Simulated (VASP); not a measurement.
The system is TiO2.

```
Ti O
1.0
     2.70603   -2.70666    0.00000
     2.70603    2.70666    0.00000
    -2.63353    0.00000    4.79664
Ti O
2 4
Direct
  0.86589 0.13411 0.75000
  0.13411 0.86589 0.25000
  0.08876 0.33122 0.16715
  0.91124 0.66878 0.83285
  0.66878 0.91124 0.33285
  0.33122 0.08876 0.66715
```

Program: VASP 6.6.1. Alike in all runs: task single point; potentials or basis VASP PAW PBE potentials, release 64 (Ti_sv, O); no spin polarisation; cell as given; cutoff (eV) 520; smearing fermi-dirac 0.05 eV.

**Question.** Order these runs on this cell by their band gap on the k mesh, lowest first.
A. level PBE; k mesh 6 × 6 × 5
B. level PBE+U; U Ti d U = 6.0 eV; k mesh 8 × 8 × 6
C. level PBE+U; U Ti d U = 5.0 eV; k mesh 8 × 8 × 6

**Answer.** A (2.05 eV), C (2.76 eV), B (2.92 eV).

A k mesh can miss the band edges.
